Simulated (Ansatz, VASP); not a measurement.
Two plane-wave programs on Al3GaN4

```xyz
8
Lattice="4.8932 0.1244 -0.2591 0.0772 3.1762 -0.0283 -0.2816 -0.0490 5.2569" Properties=species:S:1:pos:R:3 pbc="T T T"
Al    2.4236    1.6096    0.7550
Al   -0.1454    1.5652    4.3842
Al   -0.1456    0.0195    1.7222
Ga    2.2528    0.0677    3.3868
N     0.3719   -0.0297    3.4946
N     0.5713    1.5776    0.8153
N     2.9057    1.6192    4.1962
N     2.9466    0.0361    1.5733
```

Change from the starting cell: all atoms moved at random (sigma 0.03 Å a component), cell strained at random (sigma 0.05).

Alike in both runs: task single point; functional PBEsol; k mesh 6 × 8 × 4; occupations gaussian, width 0.05 eV; no spin polarisation.

```csv
,VASP,Ansatz
version,VASP 6.6.1,Ansatz 0.2.0
potentials or method,"VASP PAW PBE potentials, release 64 (Al, Ga_d, N), cutoff 520 eV","scalar-relativistic, plane waves, PAW"
valence electrons in the cell,42,42
```

|  | VASP | Ansatz | Ansatz less VASP |
| --- | --- | --- | --- |
| gap on the k mesh at the Fermi level (eV) | 3.35 | 3.34 | -0.017 |
| least direct gap on the mesh (eV) | 3.35 | 3.34 | -0.017 |
| pressure (GPa) | 11.8 | 11.8 | +0.01 |
| traceless stress, the component that is largest in VASP (GPa) | 13.89 | 13.79 | -0.099 |
| rms of the force components (eV/Å) | 0.934 | 0.923 | -0.0108 |

VASP's potentials were made for PBE, not for PBEsol. Atom by atom the forces differ by 0.015 eV/Å (rms over components). With one functional, cell and mesh, what is left measures potentials, basis and numerics.
